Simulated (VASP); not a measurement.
# Ta2N (P-3m1) in VASP: further runs

Runs on Ta2N. Level: LDA. Tasks: single point.

Everything below comes from runs of VASP 6.6.1. Logs are shortened: lines on timing, memory, paths and dates and some standing lists are left out, and cuts for length are marked.

## Step 1: The cell of the first run

It takes space group P-3m1 (No. 164, trigonal). Conventional cell: a = 3.062 Å, b = 3.062 Å, c = 4.452 Å, α = 90.00°, β = 90.00°, γ = 120.00°. Within 2.9 Å of Ta (site symmetry 3m) lie 3 N at 2.10 Å and 6 Ta at 2.82 to 2.87 Å. N (site symmetry -3m) has 6 Ta at 2.10 Å within 2.8 Å.

## Step 2: Single point, LDA (engineering shear strain xy +0.0000, normal strain along z -0.0700)

Contents of INCAR:

```
PREC     = Accurate       # precision mode
ENCUT    = 520            # plane-wave cutoff, eV
EDIFF    = 1E-7           # SCF threshold, eV
ISMEAR   = 0              # smearing method
SIGMA    = 0.15           # smearing width, eV
LREAL    = F              # projectors in reciprocal space
LASPH    = T              # aspherical terms in the spheres
NELM     = 60             # most SCF steps
ALGO     = Normal         # electronic algorithm
ISIF     = 2              # what is computed and relaxed
LWAVE    = F              # write WAVECAR
LCHARG   = F              # write CHGCAR
NBANDS   = 20             # bands
```

Contents of KPOINTS:

```
regular mesh
0
Gamma
  15 15 8
```

Contents of POSCAR:

```
Ta2N
1.0
    3.0618406011      0.0000000000      0.0000000000
   -1.5309203006      2.6516317429      0.0000000000
    0.0000000000      0.0000000000      4.4520612878
Ta N
2 1
Direct
    0.6666666667      0.3333333333      0.7466885012
    0.3333333333      0.6666666667      0.2533114988
    0.0000000000      0.0000000000      0.0000000000
```

Potentials or basis: VASP PAW LDA potentials, release 64 (Ta_pv, N).

Command:

```
$ cat potpaw_LDA.64/Ta_pv/POTCAR potpaw_LDA.64/N/POTCAR > POTCAR
$ mpirun -np 1 vasp_std > vasp.out
```

OUTCAR:

```text
PREC = Accurate
   ENCUT = 520
   EDIFF = 1E-7
   ISMEAR = 0
   LREAL = F
   LASPH = T
   NELM = 60
   ISIF = 2

 ion  position               nearest neighbor table
   1  0.667  0.333  0.747-   3 2.10   3 2.10   3 2.10   2 2.82   2 2.82   2 2.82   2 2.87   2 2.87
                             2 2.87
   2  0.333  0.667  0.253-   3 2.10   3 2.10   3 2.10   1 2.82   1 2.82   1 2.82   1 2.87   1 2.87
                             1 2.87
   3  0.000  0.000  0.000-   1 2.10   2 2.10   1 2.10   2 2.10   1 2.10   2 2.10

  LATTYP: Found a hexagonal cell.
 ALAT       =     3.0618406011
 C/A-ratio  =     1.4540473747

  Lattice vectors:

 A1 = (   3.0618406011,   0.0000000000,   0.0000000000)
 A2 = (  -1.5309203006,   2.6516317429,   0.0000000000)
 A3 = (   0.0000000000,   0.0000000000,   4.4520612878)

Analysis of symmetry for initial positions (statically):
=====================================================================
 Subroutine PRICEL returns:
 Original cell was already a primitive cell.

 Routine SETGRP: Setting up the symmetry group for a
 hexagonal supercell.

 Subroutine GETGRP returns: Found 12 space group operations
 (whereof 12 operations were pure point group operations)
 out of a pool of 24 trial point group operations.

The static configuration has the point symmetry D_3d.

Analysis of symmetry for dynamics (positions and initial velocities):
=====================================================================
 Subroutine PRICEL returns:
 Original cell was already a primitive cell.

 Routine SETGRP: Setting up the symmetry group for a
 hexagonal supercell.

 Subroutine GETGRP returns: Found 12 space group operations
 (whereof 12 operations were pure point group operations)
 out of a pool of 24 trial point group operations.

The dynamic configuration has the point symmetry D_3d.

 Subroutine INISYM returns: Found 12 space group operations
 (whereof 12 operations are pure point group operations),
 and found     1 'primitive' translations

----------------------------------------------------------------------------------------

                                     Primitive cell

  volume of cell :      36.1457

  direct lattice vectors                    reciprocal lattice vectors
     3.061840601  0.000000000  0.000000000     0.326600934  0.188563137  0.000000000
    -1.530920301  2.651631743  0.000000000     0.000000000  0.377126274  0.000000000
     0.000000000  0.000000000  4.452061288     0.000000000  0.000000000  0.224615057

  length of vectors
     3.061840601  3.061840601  4.452061288     0.377126274  0.377126274  0.224615057

  position of ions in fractional coordinates (direct lattice)
     0.666666667  0.333333333  0.746688501
     0.333333333  0.666666667  0.253311499
     0.000000000  0.000000000  0.000000000

  ion indices of the primitive-cell ions
   primitive index   ion index
                 1           1
                 2           2
                 3           3

----------------------------------------------------------------------------------------

 KPOINTS: regular mesh

Automatic generation of k-mesh.
 Grid dimensions read from file:
 generate k-points for:   15   15    8

 Generating k-lattice:

  Cartesian coordinates                     Fractional coordinates (reciprocal lattice)
     0.021773396  0.012570876  0.000000000     0.066666667  0.000000000  0.000000000
     0.000000000  0.025141752  0.000000000     0.000000000  0.066666667  0.000000000
     0.000000000  0.000000000  0.028076882     0.000000000  0.000000000  0.125000000

  Length of vectors
     0.025141752  0.025141752  0.028076882

  Shift w.r.t. Gamma in fractional coordinates (k-lattice)
     0.000000000  0.000000000  0.000000000

 Subroutine IBZKPT returns following result:
 ===========================================

 Found    192 irreducible k-points:

 Following reciprocal coordinates:
            Coordinates               Weight
  0.000000  0.000000  0.000000      1.000000
  0.066667  0.000000  0.000000      6.000000
  0.133333  0.000000  0.000000      6.000000
  0.200000  0.000000  0.000000      6.000000
  0.266667  0.000000  0.000000      6.000000
  0.333333  0.000000  0.000000      6.000000
[... 16 lines left out ...]
  0.333333  0.200000  0.000000     12.000000
  0.400000  0.200000  0.000000      6.000000
 [... further k-points ...]
   k-points           NKPTS =    192   k-points in BZ     NKDIM =    192   number of bands    NBANDS=     20
   number of dos      NEDOS =    301   number of ions     NIONS =      3
   total plane-waves  NPLWV =  20736
   dimension x,y,z NGX =    24 NGY =   24 NGZ =   36
   dimension x,y,z NGXF=    48 NGYF=   48 NGZF=   72
   ions per type =               2   1
   NGX,Y,Z   is equivalent  to a cutoff of  13.03, 13.03, 13.44 a.u.
   NGXF,Y,Z  is equivalent  to a cutoff of  26.06, 26.06, 26.89 a.u.
 SYSTEM =  unknown system
   PREC   = accura    normal or accurate (medium, high low for compatibility)
   ISTART =      0    job   : 0-new  1-cont  2-samecut
   ICHARG =      2    charge: 1-file 2-atom 10-const
   ISPIN  =      1    spin polarized calculation?
   LNONCOLLINEAR =      F non collinear calculations
   LSORBIT =      F    spin-orbit coupling
   LASPH  =      T    aspherical Exc in radial PAW
   ENCUT  =  520.0 eV  38.22 Ry    6.18 a.u.   5.69  5.69  8.28*2*pi/ulx,y,z
   NELM   =     60;   NELMIN=  2; NELMDL= -5     # of ELM steps
   EDIFF  = 0.1E-06   stopping-criterion for ELM
   LREAL  =      F    real-space projection
   EDIFFG = 0.1E-05   stopping-criterion for IOM
   NSW    =      0    number of steps for IOM
   IBRION =     -1    ionic relax: 0-MD 1-quasi-New 2-CG
   NFREE  =      0    steps in history (QN), initial steepest desc. (CG)
   ISIF   =      2    stress and relaxation
   ISYM   =      2    0-nonsym 1-usesym 2-fastsym
   POTIM  = 0.5000    time-step for ionic-motion
   TEBEG  =    0.0;   TEEND  =   0.0 temperature during run
   PSTRESS=    0.0 pullay stress
   NELECT =      27.0000    total number of electrons
   NUPDOWN=      -1.0000    fix difference up-down
   EMIN   =  10.00;   EMAX   =-10.00  energy-range for DOS
   EFERMI =   0.00;   METHOD = LEGACY
   ISMEAR =     0;   SIGMA  =   0.15  broadening in eV -4-tet -1-fermi 0-gaus
   EFERMI_NEDOS =   21; number of points for ismear=-14 and -15
   IALGO  =     38    algorithm
   IMIX   =      4    mixing-type and parameters
     AMIX     =   0.40;   BMIX     =  1.00
     AMIX_MAG =   1.60;   BMIX_MAG =  1.00
  volume/ion in A,a.u.               =      12.05        81.31
  Fermi-wavevector in a.u.,A,eV,Ry     =   1.485401  2.807001 30.020123  2.206417
  Thomas-Fermi vector in A             =   2.598818
   LORBIT       =      0    0 simple, 1 ext, 2 COOP (PROOUT), +10 PAW based schemes
   GGA     = CA    functional components
   LHFCALC =     F    Hartree Fock is set to
   AEXX    =    0.0000 exact exchange contribution
   IVDW    =     0    specifies the selected vdW correction
   LEPSILON=     F    determine dielectric tensor
   LRPA    =     F    only Hartree local field effects (RPA)
 non-spin polarized calculation
 Gauss-broadening in eV      SIGMA  =   0.15
  energy-cutoff  :      520.00
  volume of cell :       36.15
 maximum number of plane-waves:      1000
 NGX is ok and might be reduce to    24
   NGX = 11   NGY = 11   NGZ = 17

 number of electron      27.0000004 magnetization

 Free energy of the ion-electron system (eV)
  ---------------------------------------------------
  ext. energy  EPLUGINS =         0.00000000
  ---------------------------------------------------
  free energy    TOTEN  =       -37.30050084 eV

  energy without entropy =      -37.29108130  energy(sigma->0) =      -37.29579107

 E-fermi :   8.4420     XC(G=0): -13.6899

 val. band max:        8.4406201432   @ k =   0.0667   0.0667   0.1250
 cond. band min:       8.4499064536   @ k =   0.0000   0.0667   0.1250
 fundamental gap:      0.0092863104
 Fermi energy:         8.4419821823

 k-point     1 :       0.0000    0.0000    0.0000
  band No.  band energies     occupation
      1     -27.0829      2.00000
      2     -26.0088      2.00000
      3     -26.0088      2.00000
      4     -25.7438      2.00000
      5     -25.7438      2.00000
      6     -25.4245      2.00000
[... 12 lines left out ...]
     19       9.8886      0.00000
     20      14.8403      0.00000

 k-point     2 :       0.0667    0.0000    0.0000
  band No.  band energies     occupation
      1     -27.0629      2.00000
      2     -26.0436      2.00000
      3     -26.0242      2.00000
      4     -25.7795      2.00000
      5     -25.7434      2.00000
      6     -25.4358      2.00000
[... 12 lines left out ...]
     19      10.2159      0.00000
     20      14.9101      0.00000

 k-point     3 :       0.1333    0.0000    0.0000
  band No.  band energies     occupation
      1     -27.0044      2.00000
      2     -26.1428      2.00000
      3     -26.0654      2.00000
      4     -25.8767      2.00000
      5     -25.7443      2.00000
      6     -25.4699      2.00000
[... 12 lines left out ...]
     19      11.3295      0.00000
     20      14.8416      0.00000

 k-point     4 :       0.2000    0.0000    0.0000
  band No.  band energies     occupation
      1     -26.9125      2.00000
      2     -26.2906      2.00000
      3     -26.1217      2.00000
      4     -26.0110      2.00000
      5     -25.7498      2.00000
      6     -25.5264      2.00000
[... 12 lines left out ...]
     19      12.6392      0.00000
     20      14.5226      0.00000

 k-point     5 :       0.2667    0.0000    0.0000
  band No.  band energies     occupation
      1     -26.7971      2.00000
      2     -26.4589      2.00000
      3     -26.1820      2.00000
      4     -26.1546      2.00000
      5     -25.7599      2.00000
      6     -25.6037      2.00000
[... 12 lines left out ...]
     19      13.6055      0.00000
     20      14.4932      0.00000

 k-point     6 :       0.3333    0.0000    0.0000
  band No.  band energies     occupation
      1     -26.6991      2.00000
      2     -26.5875      2.00000
      3     -26.2837      2.00000
      4     -26.2365      2.00000
      5     -25.7722      2.00000
      6     -25.6973      2.00000
[... 12 lines left out ...]
     19      13.7144      0.00000
     20      14.8973      0.00000

 k-point     7 :       0.4000    0.0000    0.0000
  band No.  band energies     occupation
      1     -26.7720      2.00000
      2     -26.5137      2.00000
      3     -26.3790      2.00000
      4     -26.2775      2.00000
      5     -25.7953      2.00000
      6     -25.7830      2.00000
[... 12 lines left out ...]
     19      13.7421      0.00000
     20      14.1823      0.00000
[... 277 lines left out ...]
 k-point    20 :       0.4000    0.1333    0.0000
  band No.  band energies     occupation
      1     -26.8168      2.00000
      2     -26.4249      2.00000
      3     -26.3689      2.00000
      4     -26.3311      2.00000
      5     -25.9079      2.00000
      6     -25.8775      2.00000
[... 12 lines left out ...]
     19      13.7239      0.00000
     20      14.6913      0.00000

 k-point    21 :       0.2000    0.2000    0.0000
  band No.  band energies     occupation
      1     -26.6626      2.00000
      2     -26.5316      2.00000
      3     -26.4445      2.00000
      4     -26.1156      2.00000
      5     -25.8866      2.00000
      6     -25.7211      2.00000
[... 12 lines left out ...]
     19      14.2871      0.00000
     20      14.7381      0.00000

 k-point    22 :       0.2667    0.2000    0.0000
  band No.  band energies     occupation
      1     -26.7099      2.00000
      2     -26.4782      2.00000
      3     -26.4583      2.00000
      4     -26.1970      2.00000
      5     -25.9346      2.00000
      6     -25.8196      2.00000
[... 12 lines left out ...]
     19      13.9721      0.00000
     20      15.2124      0.00000

 k-point    23 :       0.3333    0.2000    0.0000
  band No.  band energies     occupation
      1     -26.7820      2.00000
      2     -26.4423      2.00000
      3     -26.3635      2.00000
      4     -26.2880      2.00000
      5     -25.9626      2.00000
      6     -25.9174      2.00000
[... 12 lines left out ...]
     19      13.6909      0.00000
     20      15.4800      0.00000

 k-point    24 :       0.4000    0.2000    0.0000
  band No.  band energies     occupation
      1     -26.8086      2.00000
      2     -26.3881      2.00000
      3     -26.3795      2.00000
      4     -26.2956      2.00000
      5     -25.9702      2.00000
      6     -25.9694      2.00000
[... 12 lines left out ...]
     19      13.5436      0.00000
     20      15.6362      0.00000

 [... further k-points ...]

------------------------ aborting loop because EDIFF is reached ----------------------------------------

  FORCE on cell =-STRESS in cart. coord.  units (eV):
  Direction    XX          YY          ZZ          XY          YZ          ZX
  --------------------------------------------------------------------------------------
  -------------------------------------------------------------------------------------
  Total        5.0386938      5.0386938      9.9026676     -0.0000000      0.0000000     -0.0000000
  in kB      223.3426306    223.3426306    438.9407116     -0.0000000      0.0000000     -0.0000000
  external PRESSURE =     295.2086576 kB  Pullay stress =       0.0000000 kB

 VOLUME and BASIS-vectors are now :
 -----------------------------------------------------------------------------
  energy-cutoff  :      520.00
  volume of cell :       36.15
      direct lattice vectors                 reciprocal lattice vectors
     3.061840601  0.000000000  0.000000000     0.326600934  0.188563137  0.000000000
    -1.530920301  2.651631743  0.000000000     0.000000000  0.377126274  0.000000000
     0.000000000  0.000000000  4.452061288     0.000000000  0.000000000  0.224615057

 POSITION                                       TOTAL-FORCE (eV/Angst)
 -----------------------------------------------------------------------------------
      1.53092      0.88388      3.32430         0.000000     -0.000000      0.027773
     -0.00000      1.76775      1.12776        -0.000000      0.000000     -0.027773
      0.00000      0.00000      0.00000         0.000000      0.000000      0.000000
 -----------------------------------------------------------------------------------
    total drift:                                0.000000     -0.000000      0.000000

  FREE ENERGIE OF THE ION-ELECTRON SYSTEM (eV)
  ---------------------------------------------------
  free  energy   TOTEN  =       -37.3005008395 eV

  energy  without entropy=      -37.2910813038  energy(sigma->0) =      -37.29579107
```

Run time: 77 s. Hardware: 1 thread of AMD EPYC 9R45 (Zen 5), shared host; peak memory 0.21 GiB.

What came out:

```yaml
Free_energy: -37.3005 eV
Pressure: 29.5 GPa
Largest_force: 0.028 eV/Å
Band_gap_on_the_k_mesh: zero (an odd number of electrons rules out a gap without spin polarisation)
```

Forces in eV/Å, atoms in the order of the input:
```
Ta   0.000  0.000  0.028
Ta   0.000  0.000 -0.028
N    0.000  0.000  0.000
```

Levels at points of the mesh, in eV from the Fermi level:
```csv
k point,band 9,band 10,band 11,band 12,band 13,band 14,band 15,band 16,band 17,band 18
"(0.00, 0.00, 0.00)",-6.93,-6.93,-4.38,-0.24,-0.24,-0.16,-0.16,0.07,0.47,1.45
"(0.00, 0.00, 0.50)",-7.21,-7.21,-2.46,-2.07,-1.65,-1.65,2.47,2.65,2.89,2.89
```

Caveat: the cell differs from its parent crystal (engineering shear strain xy +0.0000, normal strain along z -0.0700); the cell stands under pressure; spin-orbit coupling is left out, which moves the levels of the heavy elements.

## Step 3: Single point, LDA (engineering shear strain xy +0.0000, normal strain along z -0.0467)

Contents of INCAR:

```
SYSTEM = Ta2N
ALGO = Normal
EDIFF = 1E-6
ENCUT = 520
GGA = CA
ISIF = 2
ISMEAR = 0
LASPH = .True.
LCHARG = .False.
LREAL = .False.
LWAVE = .False.
NBANDS = 20
NELM = 100
PREC = Accurate
SIGMA = 0.15
```

Contents of KPOINTS:

```
k-points
0
Gamma
  15 15 8
  0 0 0
```

POSCAR, as its differences from that of step 2:

```diff
@@ -4,3 +4,3 @@
    -1.5309203006      2.6516317429      0.0000000000
-    0.0000000000      0.0000000000      4.4520612878
+    0.0000000000      0.0000000000      4.5636021781
 Ta N
```

Potentials or basis: VASP PAW LDA potentials, release 64 (Ta_pv, N).

Command:

```
$ cat potpaw_LDA.64/Ta_pv/POTCAR potpaw_LDA.64/N/POTCAR > POTCAR
$ mpirun -np 1 vasp_std > vasp.out
```

Run time: 74 s. Hardware: 1 thread of AMD EPYC 9R45 (Zen 5), shared host; peak memory 0.21 GiB.

Results (log left out):

| Property | Result |
| --- | --- |
| Free energy | -37.5023 eV |
| Pressure | 19.0 GPa |
| Largest force | 0.004 eV/Å |
| Band gap on the k mesh | zero (an odd number of electrons rules out a gap without spin polarisation) |

Forces on the atoms (eV/Å):
```
Ta   0.000  0.000 -0.004
Ta   0.000  0.000  0.004
N    0.000  0.000  0.000
```

Stress tensor (GPa, compression positive):
```
14.67  0.00  0.00
 0.00 14.67  0.00
 0.00  0.00 27.67
```

Levels at points of the mesh, in eV from the Fermi level:
```
           k point  band 10  band 11  band 12  band 13  band 14  band 15  band 16  band 17
(0.00, 0.00, 0.00)    -6.74    -4.51    -0.25    -0.25    -0.22    -0.03    -0.03     0.45
(0.00, 0.00, 0.50)    -6.99    -2.61    -2.27    -1.50    -1.50     2.29     2.51     2.69
```

Caveat: the cell differs from its parent crystal (engineering shear strain xy +0.0000, normal strain along z -0.0467); the cell stands under pressure; spin-orbit coupling is left out, which moves the levels of the heavy elements.

[end of part 1 of 2]
